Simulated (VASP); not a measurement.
## Co: relaxation of cell and atoms with PBEsol

The system is Co.

```
CELL_PARAMETERS angstrom
-1.40414 1.40414 1.40414
1.40414 -1.40414 1.40414
1.40414 1.40414 -1.40414
ATOMIC_POSITIONS crystal
Co 0.00000 0.00000 0.00000
```

This isn't the form of Co at room conditions, which is hcp.

* Program: VASP 6.6.1
* Task: relaxation of cell and atoms
* Functional: PBEsol
* Potentials or basis: VASP PAW PBE potentials, release 64 (Co)
* Cutoff: 600 eV
* k mesh: 16 × 16 × 16
* Occupations: fermi-dirac, width 0.05 eV
* Spin: collinear spin, ferromagnetic start
* Starting moments: [1.7] μB
* Dipole correction: no
* Further INCAR settings: ALGO = Normal; EDIFF = 1e-07; IBRION = 2; EDIFFG = -0.01; NSW = 80; ISIF = 3

| Property | Result |
| --- | --- |
| Relaxed volume | 10.53 Å³/atom |
| Relaxed cell | a = 2.392 Å, b = 2.392 Å, c = 2.392 Å, α = 109.47°, β = 109.47°, γ = 109.47° |
| Space group after relaxing (to 0.1 Å) | Im-3m (No. 229) |
| Energy gained by relaxing | 18.4 meV/atom |
| Ionic steps | 3 |
| Pressure after relaxing | -0.1 GPa |
| Net moment | 1.69 μB per cell |
| Site moments | Co +1.70 μB |
| Valence electrons inside the program's atomic spheres | Co 8.32 |

Step by step:
```
step  energy change (eV)  largest force (eV/Å)  pressure (GPa)  volume (Å³)
   1              0.0000                0.0000          -10.15        11.07
   2              0.0044                0.0000           14.25         9.99
   3             -0.0184                0.0000           -0.07        10.53
```

Final structure:
```yaml
crystal:
  lattice:
    - [-1.38093, 1.38093, 1.38093]
    - [1.38093, -1.38093, 1.38093]
    - [1.38093, 1.38093, -1.38093]
  atoms:
    - { symbol: Co, position: [0.00000, 0.00000, 0.00000] }
```

Levels at points of the mesh, in eV from the Fermi level:
Spin up:
| k point | band 2 | band 3 | band 4 | band 5 | band 6 | band 7 | band 8 | band 9 |
| --- | --- | --- | --- | --- | --- | --- | --- | --- |
| (0.00, 0.00, 0.00) | -3.09 | -3.09 | -3.09 | -1.85 | -1.85 | 25.62 | 25.62 | 25.62 |
| (0.50, 0.00, 0.00) | -4.15 | -1.81 | -1.67 | -0.47 | -0.16 | 6.74 | 18.63 | 20.35 |
| (0.50, 0.50, 0.50) | -5.56 | -0.73 | -0.73 | -0.73 | 9.67 | 9.67 | 9.67 | 15.58 |
Spin down:
```
           k point  band 2  band 3  band 4  band 5  band 6  band 7
(0.00, 0.00, 0.00)   -1.56   -1.56   -1.56    0.27    0.27   25.51
(0.50, 0.00, 0.00)   -2.77   -0.08    0.17    0.50    1.31    7.78
(0.50, 0.50, 0.50)   -4.11    1.03    1.03    1.03    9.86    9.86
```

It took 2.4 min on 1 thread of Intel Xeon 8259CL (shared host), peak memory 0.17 GiB.

Caveat: the PAW data sets were made with another functional, which shifts forces and pressure a little.
